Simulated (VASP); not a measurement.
# CuO: single point with RPBE+D4

CuO:

```
Cu O
1.0
     2.37267   -1.73382    0.00000
     2.37267    1.73382    0.00000
    -0.86121    0.00000    5.12443
Cu O
2 2
Cartesian
  0.7557 -0.8669 2.5622
  1.1863 0.8669 0.0000
  1.7268 0.2830 3.8433
  2.1574 -0.2830 1.2811
```

| Quantity | Value |
| --- | --- |
| Program | VASP 6.6.1 |
| Task | single point |
| Functional | RPBE |
| Dispersion | D4 |
| Potentials or basis | VASP PAW PBE potentials, release 64 (Cu, O) |
| Cutoff | 520 eV |
| k mesh | 10 × 10 × 5 |
| Occupations | fermi-dirac, width 0.05 eV |
| Spin | no spin polarisation |
| Dipole correction | no |
| Further INCAR settings | ALGO = Normal; EDIFF = 1e-06; NBANDS = 25 |

The pressure is -3.8 GPa and the largest force is 0.253 eV/Å. The band gap on the k mesh is zero (bands 17 and 18 overlap by 0.60 eV). The dispersion energy per atom is -0.664 eV.

Forces in eV/Å, atoms in the order of the input:
```
Cu   0.000  0.000  0.000
Cu   0.000  0.000  0.000
O    0.000 -0.253  0.000
O    0.000  0.253  0.000
```

Stress tensor (GPa, compression positive):
```
-3.89  0.00 -0.93
 0.00 -2.74  0.00
-0.93  0.00 -4.89
```

Levels at points of the mesh, in eV from the Fermi level:
```tsv
k point	band 13	band 14	band 15	band 16	band 17	band 18	band 19	band 20	band 21	band 22
(0.00, 0.00, 0.00)	-2.27	-2.12	-2.06	-1.59	0.20	0.90	1.63	6.08	8.01	13.32
(0.50, 0.00, 0.00)	-1.96	-1.53	-1.43	-1.36	0.01	0.26	4.98	6.24	6.85	11.01
(0.50, 0.50, 0.00)	-2.04	-2.02	-1.63	-1.18	-0.63	1.03	3.54	7.06	8.54	9.82
```

It took 100 s on 1 thread of Intel(R) Xeon(R) Platinum 8259CL CPU @ 2.50GHz (Skylake/Cascade Lake), with other jobs on the host, peak memory 0.25 GiB.

Caveat: the cell stands under tension; the PAW data sets were made with another functional, which shifts forces and pressure a little; semilocal functionals often make such compounds metallic where correlation or magnetic order opens a gap, which also shifts bond lengths. With open d or f shells a metallic result of RPBE can be an artefact of self-interaction; +U or a hybrid may open a gap.
